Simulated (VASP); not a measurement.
A run of VASP 6.6.1 is set up as follows.

POSCAR

```
Be2S
1.0
    3.1575700000      0.0000000000      0.0000000000
    0.0000000000      3.1575700000      0.0000000000
    0.0000000000      0.0000000000      3.9403700000
Be S
2 1
Direct
    0.0000000000      0.5000000000      0.1685400000
    0.5000000000      0.0000000000      0.8314600000
    0.5000000000      0.5000000000      0.5000000000
```

Contents of INCAR.step1:

```
PREC     = Accurate       # precision mode
ENCUT    = 520            # plane-wave cutoff, eV
EDIFF    = 1E-5           # SCF threshold, eV
ISMEAR   = -1             # smearing method
SIGMA    = 0.05           # smearing width, eV
LREAL    = False          # projectors in reciprocal space
LASPH    = True           # aspherical terms in the spheres
NELM     = 100            # most SCF steps
ALGO     = Normal         # electronic algorithm
ISIF     = 2              # what is computed and relaxed
LWAVE    = True           # write WAVECAR
NBANDS   = 12             # bands
GGA      = PE             # functional
```

File INCAR.step2:

```
PREC     = Accurate       # precision mode
ENCUT    = 520            # plane-wave cutoff, eV
EDIFF    = 1E-6           # SCF threshold, eV
ISMEAR   = -1             # smearing method
SIGMA    = 0.05           # smearing width, eV
LREAL    = False          # projectors in reciprocal space
LASPH    = True           # aspherical terms in the spheres
NELM     = 100            # most SCF steps
ALGO     = Normal         # electronic algorithm
ISIF     = 2              # what is computed and relaxed
LWAVE    = False          # write WAVECAR
LCHARG   = True           # write CHGCAR
GGA      = PE             # functional
LHFCALC  = True           # exact exchange
AEXX     = 0.25           # exact-exchange fraction
HFSCREEN = 0.6            # screening, 1/A
PRECFOCK = Normal       
LELF     = True           # ELF
LVHAR    = True         
NBANDS   = 12             # bands
ISTART   = 1
```

Contents of KPOINTS:

```
regular mesh
0
Gamma
  4 4 4
```

Potentials or basis: VASP PAW PBE potentials, release 64 (Be, S).

Run with:

```console
$ cat potpaw_PBE.64/Be/POTCAR potpaw_PBE.64/S/POTCAR > POTCAR
$ cp INCAR.step1 INCAR
$ mpirun -np 1 vasp_std > vasp.out
$ cp INCAR.step2 INCAR
$ mpirun -np 1 vasp_std > vasp.out
```

Task: Estimate the band gap on the k mesh.

Result: Zero (band 5 reaches 6.17 eV, above the bottom of band 6 at 5.00 eV).

Task: Predict the pressure.

Result: -0.2 GPa.

Task: What does it give for the largest force?

Result: 0.157 eV/Å.

Forces in eV/Å, atoms in the order of the input:
```
Be   0.000  0.000  0.157
Be   0.000  0.000 -0.157
S    0.000  0.000  0.000
```

Caveat: the k points lie up to 0.50 Å⁻¹ apart; the PAW data sets were made with another functional, which shifts forces and pressure a little.
